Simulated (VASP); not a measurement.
# Cu (Fm-3m) in VASP: notebook

Cu is run at these levels: PBEsol-based screened hybrid with 25 % exact exchange, r2SCAN+D4, revPBE+D3(BJ); tasks: single point.

Everything below comes from runs of VASP 6.6.1. Logs are shortened: lines on timing, memory, paths and dates and some standing lists are left out, and cuts for length are marked.

### Step 1. The cell of the first run

It takes space group Fm-3m (No. 225, cubic). Conventional cell: a = 3.686 Å, b = 3.686 Å, c = 3.686 Å, α = 90.00°, β = 90.00°, γ = 90.00°. Within 3.4 Å of Cu (site symmetry m-3m) lie 12 Cu at 2.61 Å.

### Step 2. Single point, PBEsol-based screened hybrid with 25 % exact exchange

Contents of POSCAR:

```
Cu
1.0
    0.0000000000      1.8429501765      1.8429501765
    1.8429501765      0.0000000000      1.8429501765
    1.8429501765      1.8429501765      0.0000000000
Cu
1
Direct
    0.0000000000      0.0000000000      0.0000000000
```

Contents of INCAR.step1:

```
PREC = Accurate
ENCUT = 610
EDIFF = 1E-5
ISMEAR = -1
SIGMA = 0.05
LREAL = False
LASPH = True
NELM = 120
ALGO = Normal
ISIF = 2
LWAVE = True
LCHARG = False
NBANDS = 16
GGA = PE
GGA_COMPAT = False
```

Contents of INCAR.step2:

```
PREC = Accurate
ENCUT = 610
EDIFF = 1E-6
ISMEAR = -1
SIGMA = 0.05
LREAL = False
LASPH = True
NELM = 120
ALGO = Normal
ISIF = 2
LWAVE = False
LCHARG = False
GGA = PS
LHFCALC = True
AEXX = 0.25
HFSCREEN = 0.207
PRECFOCK = Normal
NBANDS = 16
ISTART = 1
GGA_COMPAT = False
```

Contents of KPOINTS:

```
Automatic mesh
0
Gamma
  7 7 7
```

Potentials or basis: VASP PAW PBE potentials, release 64 (Cu_sv_GW).

On the command line:

```bash
$ cat potpaw_PBE.64/Cu_sv_GW/POTCAR > POTCAR
$ cp INCAR.step1 INCAR
$ mpirun -np 1 vasp_std > vasp.out
$ cp INCAR.step2 INCAR
$ mpirun -np 1 vasp_std > vasp.out
```

OUTCAR:

```text
PREC = Accurate
   ENCUT = 610
   EDIFF = 1E-6
   ISMEAR = -1
   LREAL = False
   LASPH = True
   NELM = 120
   ISIF = 2
   GGA = PS
   LHFCALC = True
   AEXX = 0.25
   HFSCREEN = 0.207
   PRECFOCK = Normal
   ISTART = 1

 ion  position               nearest neighbor table
   1  0.000  0.000  0.000-

  LATTYP: Found a face centered cubic cell.
 ALAT       =     3.6859003530

  Lattice vectors:

 A1 = (   0.0000000000,   1.8429501765,   1.8429501765)
 A2 = (   1.8429501765,   0.0000000000,   1.8429501765)
 A3 = (   1.8429501765,   1.8429501765,   0.0000000000)

Analysis of symmetry for initial positions (statically):
=====================================================================
 Subroutine PRICEL returns:
 Original cell was already a primitive cell.

 Routine SETGRP: Setting up the symmetry group for a
 face centered cubic supercell.

 Subroutine GETGRP returns: Found 48 space group operations
 (whereof 48 operations were pure point group operations)
 out of a pool of 48 trial point group operations.

The static configuration has the point symmetry O_h .

Analysis of symmetry for dynamics (positions and initial velocities):
=====================================================================
 Subroutine PRICEL returns:
 Original cell was already a primitive cell.

 Routine SETGRP: Setting up the symmetry group for a
 face centered cubic supercell.

 Subroutine GETGRP returns: Found 48 space group operations
 (whereof 48 operations were pure point group operations)
 out of a pool of 48 trial point group operations.

The dynamic configuration has the point symmetry O_h .

 Subroutine INISYM returns: Found 48 space group operations
 (whereof 48 operations are pure point group operations),
 and found     1 'primitive' translations

----------------------------------------------------------------------------------------

                                     Primitive cell

  volume of cell :      12.5190

[... 77 lines left out ...]
   LSORBIT =      F    spin-orbit coupling
   LASPH  =      T    aspherical Exc in radial PAW
   ENCUT  =  610.0 eV  44.83 Ry    6.70 a.u.   5.25  5.25  5.25*2*pi/ulx,y,z
   NELM   =    120;   NELMIN=  2; NELMDL=  0     # of ELM steps
   EDIFF  = 0.1E-05   stopping-criterion for ELM
   LREAL  =      F    real-space projection
   EDIFFG = 0.1E-04   stopping-criterion for IOM
   NSW    =      0    number of steps for IOM
   IBRION =     -1    ionic relax: 0-MD 1-quasi-New 2-CG
   NFREE  =      0    steps in history (QN), initial steepest desc. (CG)
   ISIF   =      2    stress and relaxation
   ISYM   =      3    0-nonsym 1-usesym 2-fastsym
   POTIM  = 0.5000    time-step for ionic-motion
   TEBEG  =    0.0;   TEEND  =   0.0 temperature during run
   PSTRESS=    0.0 pullay stress
   NELECT =      19.0000    total number of electrons
   NUPDOWN=      -1.0000    fix difference up-down
   EMIN   =  10.00;   EMAX   =-10.00  energy-range for DOS
   EFERMI =   0.00;   METHOD = LEGACY
   ISMEAR =    -1;   SIGMA  =   0.05  broadening in eV -4-tet -1-fermi 0-gaus
   EFERMI_NEDOS =   21; number of points for ismear=-14 and -15
   IALGO  =     38    algorithm
   IMIX   =      1    mixing-type and parameters
     AMIX     =   0.40;   BMIX     =  1.00
     AMIX_MAG =   1.60;   BMIX_MAG =  1.00
  volume/ion in A,a.u.               =      12.52        84.48
  Fermi-wavevector in a.u.,A,eV,Ry     =   1.881348  3.555232 48.157410  3.539470
  Thomas-Fermi vector in A             =   2.924748
   LORBIT       =      0    0 simple, 1 ext, 2 COOP (PROOUT), +10 PAW based schemes
   GGA     = PS    functional components
   LHFCALC =     T    Hartree Fock is set to
   PRECFOCK=normal    Normal, Fast or Accurate (Low or Medium for compatibility)
   ENCUT4O =  -1.0   cutoff for four orbital integrals eV
   NKREDX  =     1    reduce k-point grid by
   NKREDY  =     1    reduce k-point grid by
   NKREDZ  =     1    reduce k-point grid by
   AEXX    =    0.2500 exact exchange contribution
   HFSCREEN=    0.2070 screening length (either q_TF or 0.3 A-1)
   HFSCREENC=   0.2070 screening length for correlation (either q_TF or 0.3 A-1)
   ENCUTFOCK=  -1.0 apply spherical cutoff to Coloumb kernel
   IVDW    =     0    specifies the selected vdW correction
   LEPSILON=     F    determine dielectric tensor
   LRPA    =     F    only Hartree local field effects (RPA)
 non-spin polarized calculation
  energy-cutoff  :      610.00
  volume of cell :       12.52
 maximum number of plane-waves:       444
 NGX is ok and might be reduce to    24
  NGX = 16; NGY = 16; NGZ = 16

 number of electron      18.9999999 magnetization

 Free energy of the ion-electron system (eV)
  ---------------------------------------------------
  ext. energy  EPLUGINS =         0.00000000
  ---------------------------------------------------
  free energy    TOTEN  =        -4.11064996 eV

  energy without entropy =       -4.10935901  energy(sigma->0) =       -4.11000449

 E-fermi :   6.8952     XC(G=0): -10.6284

 val. band max:        5.6293690584   @ k =   0.4286   0.2857   0.0000
 cond. band min:       6.9138348346   @ k =   0.4286   0.4286   0.0000
 fundamental gap:      1.2844657762
 Fermi energy:         6.8952354852

 k-point     1 :       0.0000    0.0000    0.0000
  band No.  band energies     occupation
      1    -111.5520      2.00000
      2     -67.4222      2.00000
      3     -67.4222      2.00000
      4     -67.4222      2.00000
      5      -3.4253      2.00000
      6       2.2417      2.00000
[... 357 lines left out ...]
      3     -67.4924      2.00000
      4     -67.4615      2.00000
      5       1.2103      2.00000
      6       1.5509      2.00000
[... 8 lines left out ...]
     15      37.6190      0.00000
     16      37.8156      0.00000

------------------------ aborting loop because EDIFF is reached ----------------------------------------

  FORCE on cell =-STRESS in cart. coord.  units (eV):
  Direction    XX          YY          ZZ          XY          YZ          ZX
  --------------------------------------------------------------------------------------
  -------------------------------------------------------------------------------------
  Total       -1.1986362     -1.1986362     -1.1986362     -0.0000000     -0.0000000      0.0000000
  in kB     -153.4006508   -153.4006508   -153.4006508     -0.0000000     -0.0000000      0.0000000
  external PRESSURE =    -153.4006508 kB  Pullay stress =       0.0000000 kB

 VOLUME and BASIS-vectors are now :
 -----------------------------------------------------------------------------
  energy-cutoff  :      610.00
  volume of cell :       12.52
      direct lattice vectors                 reciprocal lattice vectors
     0.000000000  1.842950177  1.842950177    -0.271304133  0.271304133  0.271304133
     1.842950177  0.000000000  1.842950177     0.271304133 -0.271304133  0.271304133
     1.842950177  1.842950177  0.000000000     0.271304133  0.271304133 -0.271304133

 POSITION                                       TOTAL-FORCE (eV/Angst)
 -----------------------------------------------------------------------------------
      0.00000      0.00000      0.00000        -0.000000      0.000000      0.000000
 -----------------------------------------------------------------------------------
    total drift:                               -0.000000     -0.000000     -0.000001

  FREE ENERGIE OF THE ION-ELECTRON SYSTEM (eV)
  ---------------------------------------------------
  free  energy   TOTEN  =        -4.1106499647 eV

  energy  without entropy=       -4.1093590129  energy(sigma->0) =       -4.11000449
```

Wall time 38 min (1 thread of Intel Xeon Platinum 8259CL at 2.50GHz (Skylake/Cascade Lake), shared host); peak memory 0.25 GiB.

What came out:

```yaml
Free_energy: -4.1106 eV
Pressure: -15.3 GPa
Band_gap_on_the_k_mesh: zero (an odd number of electrons rules out a gap without spin polarisation)
```

Caveat: the k points lie up to 0.42 Å⁻¹ apart, too coarse for converged energies and pressures of a metal; the PAW data sets were made with another functional, which shifts forces and pressure a little.

### Step 3. Single point, r2SCAN+D4

This run uses another cell than the first one, of 12.28 Å³/atom.

Contents of POSCAR:

```
Cu
1.0
    0.0000000000      1.8312856224      1.8312856224
    1.8312856224      0.0000000000      1.8312856224
    1.8312856224      1.8312856224      0.0000000000
Cu
1
Direct
    0.0000000000      0.0000000000      0.0000000000
```

Contents of INCAR.step1:

```
PREC = Accurate
ENCUT = 900
ISMEAR = -1
SIGMA = 0.05
LREAL = False
LASPH = True
NELM = 120
NBANDS = 16
GGA = PE
ALGO = Normal
EDIFF = 1E-5
LWAVE = True
LCHARG = False
GGA_COMPAT = False
```

Contents of INCAR.step2:

```
PREC = Accurate
ENCUT = 900
EDIFF = 1E-6
ISMEAR = -1
SIGMA = 0.05
LREAL = False
LASPH = True
NELM = 120
ALGO = Normal
ISIF = 2
LWAVE = False
LCHARG = False
METAGGA = R2SCAN
LMIXTAU = True
IVDW = 13
VDW_S6 = 1.0
VDW_S8 = 0.6018749
VDW_A1 = 0.51559235
VDW_A2 = 5.77342911
NBANDS = 16
ISTART = 1
GGA_COMPAT = False
```

Contents of KPOINTS:

```
regular mesh
0
Gamma
  13 13 13
```

Potentials or basis: VASP PAW PBE potentials, release 64 (Cu_sv_GW).

On the command line:

```bash
$ cat potpaw_PBE.64/Cu_sv_GW/POTCAR > POTCAR
$ cp INCAR.step1 INCAR
$ mpirun -np 1 vasp_std > vasp.out
$ cp INCAR.step2 INCAR
$ mpirun -np 1 vasp_std > vasp.out
```

Run time: 3.2 min. Hardware: 1 thread of AMD EPYC 7R13 (Zen 3), shared host; peak memory 0.18 GiB.

It converged, with:

| Property | Result |
| --- | --- |
| Free energy | -11.0656 eV |
| Pressure | -11.7 GPa |
| Band gap on the k mesh | zero (an odd number of electrons rules out a gap without spin polarisation) |
| Dispersion energy per atom | -0.187 eV |

Levels at points of the mesh, in eV from the Fermi level:
```csv
k point,band 6,band 7,band 8,band 9,band 10,band 11,band 12,band 13,band 14,band 15
"(0.00, 0.00, 0.00)",-3.15,-3.15,-3.15,-2.38,-2.38,22.90,25.56,25.56,25.56,27.94
```

Caveat: the cell stands under tension; the PAW data sets were made with another functional, which shifts forces and pressure a little.

### Step 4. Single point, revPBE+D3(BJ)

This run uses another cell than the first one, of 11.10 Å³/atom.

Contents of INCAR:

```
ALGO = Normal ; EDIFF = 1E-6
ENCUT = 820 ; GGA = RE
GGA_COMPAT = False ; ISIF = 2
ISMEAR = -1 ; IVDW = 12
LASPH = True ; LCHARG = False
LREAL = False ; LWAVE = False
NBANDS = 16 ; NELM = 120
PREC = Accurate ; SIGMA = 0.05
```

Contents of KPOINTS:

```
k-points
0
Gamma
  13 13 13
```

Contents of POSCAR:

```
Cu
1.0
    0.0000000000      1.7706018915      1.7706018915
    1.7706018915      0.0000000000      1.7706018915
    1.7706018915      1.7706018915      0.0000000000
Cu
1
Direct
    0.0000000000      0.0000000000      0.0000000000
```

On the command line:

```bash
$ cat potpaw_PBE.64/Cu_sv_GW/POTCAR > POTCAR
$ mpirun -np 1 vasp_std > vasp.out
```

It took 23 s on 1 thread of Intel Xeon Platinum 8259CL at 2.50GHz (Skylake/Cascade Lake), shared host; peak memory 0.18 GiB.

Results (log left out):

* Free energy: -4.5639 eV
* Pressure: -3.2 GPa
* Band gap on the k mesh: zero (an odd number of electrons rules out a gap without spin polarisation)
* Dispersion energy per atom: -1.201 eV

Levels at points of the mesh, in eV from the Fermi level:
```csv
k point,band 7,band 8,band 9,band 10,band 11,band 12,band 13,band 14
"(0.00, 0.00, 0.00)",-3.38,-3.38,-2.47,-2.47,22.88,26.02,26.02,26.02
```

Caveat: the cell stands under tension; the dispersion term is far too large for a dense solid, which distorts pressure and volume; the PAW data sets were made with another functional, which shifts forces and pressure a little.

### Step 5. Overview

```tsv
level	cell	k mesh	cutoff (eV)	grid for exact exchange (PRECFOCK)	share of exact exchange	screening parameter	gap on the mesh (eV)	pressure (GPa)
PBEsol-based screened hybrid with 25 % exact exchange	a = 2.606 Å, angles 60.0°, 1 atom	7 × 7 × 7	610	Normal	0.25	0.207 1/Å	none	-15.3
r2SCAN+D4	a = 2.590 Å, angles 60.0°, 1 atom	13 × 13 × 13	900	-	-	-	none	-11.7
revPBE+D3(BJ)	a = 2.504 Å, angles 60.0°, 1 atom	13 × 13 × 13	820	-	-	-	none	-3.2
```

Alike in all rows: task single point; potentials or basis VASP PAW PBE potentials, release 64 (Cu_sv_GW); no spin polarisation; smearing fermi-dirac 0.05 eV.

Caveats: some runs use coarse meshes; the PAW data sets were made with another functional, which shifts forces and pressure a little; the cell stands under tension (at least some runs); the dispersion term is far too large for a dense solid, which distorts pressure and volume (at least some runs).

Total energies depend on the potentials used, so only differences within one code and one set of settings carry meaning.

The gap in the log of VASP goes by the Fermi energy; the results here count the filled bands.